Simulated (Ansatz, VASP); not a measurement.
# One calculation of AgI2, two programs

```
Ag I
1.0
     4.08720    0.00000    0.00000
     0.00000    4.08720    0.00000
     0.00000    0.00000    6.75312
Ag I
1 2
Direct
  0.00000 0.00000 0.50000
  0.50000 0.00000 0.77262
  0.00000 0.50000 0.22738
```

Alike in both runs: functional r2SCAN; k mesh 10 × 10 × 8; occupations gaussian, width 0.1 eV; no spin polarisation.

Ansatz relaxed the structure, and its values are those at the end. VASP's run is a single point on that final structure, the one shown.

|  | VASP | Ansatz |
| --- | --- | --- |
| version | VASP 6.6.1 | Ansatz 0.2.0 |
| potentials or method | VASP PAW PBE potentials, release 64 (Ag, I), cutoff 520 eV | scalar-relativistic, plane waves, PAW |
| valence electrons in the cell | 25 | 53 |

|  | VASP | Ansatz | Ansatz less VASP |
| --- | --- | --- | --- |
| gap on the k mesh at the Fermi level (eV) | none | none | - |
| pressure (GPa) | -0.1 | 0.0 | +0.08 |
| rms of the force components (eV/Å) | 0.008 | 0.001 | -0.0070 |

VASP's potentials were made for PBE, not for r2SCAN. A gap of «none» marks a metal or a gap that the smearing closes. VASP's potentials hold 25 valence electrons a cell and Ansatz's 53, so a difference there can come from the potentials and not from the codes.

Spin-orbit coupling is off throughout.
